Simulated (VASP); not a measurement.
Input of a VASP 6.6.1 run:

The input INCAR:

```
PREC = Accurate
ENCUT = 520
EDIFF = 1E-6
ISMEAR = 0
SIGMA = 0.02
LREAL = Auto
LASPH = True
NELM = 100
ALGO = Normal
ISIF = 2
LWAVE = False
LCHARG = True
GGA = PE
IVDW = 12
LELF = True
LVHAR = True
NBANDS = 86
NELECT = 136.0
```

The input KPOINTS:

```
Automatic mesh
0
Gamma
  2 2 3
```

File POSCAR:

```
Si8O16F
1.0
   -4.1501000000     -4.1501000000      0.0000000000
    4.1501000000     -4.1501000000      0.0000000000
    0.0000000000      0.0000000000      5.3150000000
Si O F
8 16 1
Direct
    0.4931958266      0.4975393364      0.0019697084
   -0.0209331100      0.4934781090      0.2452327375
    0.4823650033      0.4947719332      0.5029962371
   -0.0119063396      0.5093415821      0.7487998119
    0.0131530566     -0.0038000289      0.0065866416
    0.5010463603     -0.0024029541      0.2518355597
    0.0166102022     -0.0039635190      0.5028773283
    0.5111808149     -0.0122629575      0.7517990593
    0.1802063806      0.4972806679     -0.0018282220
    0.0761453941      0.1667530903      0.2626398871
    0.7905358907      0.5673198236     -0.0315070555
    0.0065636973      0.7958774487      0.2541621825
    0.1791760440      0.4993861594      0.5042839135
   -0.0043842317      0.1975680104      0.7564825964
    0.7914315318      0.5180836606      0.5092169332
    0.0161953929      0.8130029397      0.7483392286
    0.6991499000     -0.0220322402     -0.0001973659
    0.4887125611      0.6896939833      0.2531772342
    0.3159919038     -0.0126534300     -0.0056803387
    0.4464922532      0.3020974193      0.2585198495
    0.7041707429     -0.0045080841      0.4981597366
    0.4765539385      0.6871399484      0.7472340546
    0.3203156550     -0.0134423267      0.5121604892
    0.5003117997      0.2979795668      0.7558914393
    0.7799396400      0.2922292234      0.1844045155
```

Potentials or basis: VASP PAW PBE potentials, release 64 (Si, O, F).

Launch:

```bash
$ cat potpaw_PBE.64/Si/POTCAR potpaw_PBE.64/O/POTCAR potpaw_PBE.64/F/POTCAR > POTCAR
$ mpirun -np 1 vasp_std > vasp.out
```

Question: Estimate the dispersion energy per atom.

Answer: -0.245 eV.

Question: Predict the largest force.

Answer: 0.425 eV/Å.

Forces on the atoms (eV/Å):
```
Si  -0.006 -0.017  0.029
Si  -0.022 -0.105  0.000
Si   0.023  0.042  0.011
Si  -0.019 -0.049 -0.011
Si   0.033  0.022  0.029
Si   0.015  0.007  0.015
Si  -0.004  0.023  0.071
Si  -0.012  0.002  0.020
O   -0.035 -0.023  0.010
O    0.106 -0.048  0.053
O    0.109 -0.091 -0.021
O   -0.007 -0.002  0.028
O   -0.010 -0.018  0.015
O    0.015 -0.007  0.044
O   -0.128  0.126 -0.087
O   -0.006  0.019  0.005
O   -0.040  0.044 -0.003
O   -0.011 -0.011  0.027
O    0.034  0.017  0.032
O   -0.034 -0.013  0.048
O    0.018 -0.049  0.015
O   -0.012 -0.030  0.009
O    0.014  0.008  0.021
O   -0.027  0.007  0.038
F    0.008  0.147 -0.398
```

Caveat: the k points lie up to 0.54 Å⁻¹ apart; the cell carries a net charge on a neutralising background, which shifts energy and pressure.
